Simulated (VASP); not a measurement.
A run of VASP 6.6.1 is set up as follows.

The input INCAR:

```
SYSTEM = Ga4As3N
PREC = Accurate
ENCUT = 520
EDIFF = 1E-6
ISMEAR = 0
SIGMA = 0.01
LREAL = .FALSE.
LASPH = .TRUE.
NELM = 100
ALGO = Normal
ISIF = 2
LWAVE = .FALSE.
LCHARG = .FALSE.
GGA = PE
NBANDS = 46
```

KPOINTS

```
Automatic mesh
0
G
  6 6 6
  0 0 0
```

Contents of POSCAR:

```
Ga4As3N
1.0
   -2.7302499495      2.7302499495      5.3709452076
    2.7302499495     -2.7302499495      5.3709452076
    2.7302499495      2.7302499495     -5.3709452076
N Ga As
1 4 3
Direct
    0.0000000000      0.0000000000      0.0000000000
    0.6761051120      0.6761051120      0.5762356461
    0.9001305341      0.3238948880      0.0000000000
    0.0998694659      0.0998694659      0.4237643539
    0.3238948880      0.9001305341      0.0000000000
    0.2500000000      0.7500000000      0.5000000000
    0.5000000000      0.5000000000      0.0000000000
    0.7500000000      0.2500000000      0.5000000000
```

Potentials or basis: VASP PAW PBE potentials, release 64 (N, Ga_d, As).

The run is started by

```sh
$ cat potpaw_PBE.64/N/POTCAR potpaw_PBE.64/Ga_d/POTCAR potpaw_PBE.64/As/POTCAR > POTCAR
$ mpirun -np 1 vasp_std > vasp.out
```

Q: What does it give for the band gap on the k mesh?

A: 0.04 eV, direct.

Q: What does it give for the pressure?

A: 0.2 GPa.

Forces in eV/Å, atoms in the order of the input:
```
N    0.000  0.000  0.000
Ga   0.000  0.000 -0.002
Ga   0.000  0.000  0.002
Ga   0.000  0.000 -0.002
Ga   0.000  0.000  0.002
As   0.000  0.000  0.000
As   0.000  0.000  0.000
As   0.000  0.000  0.000
```
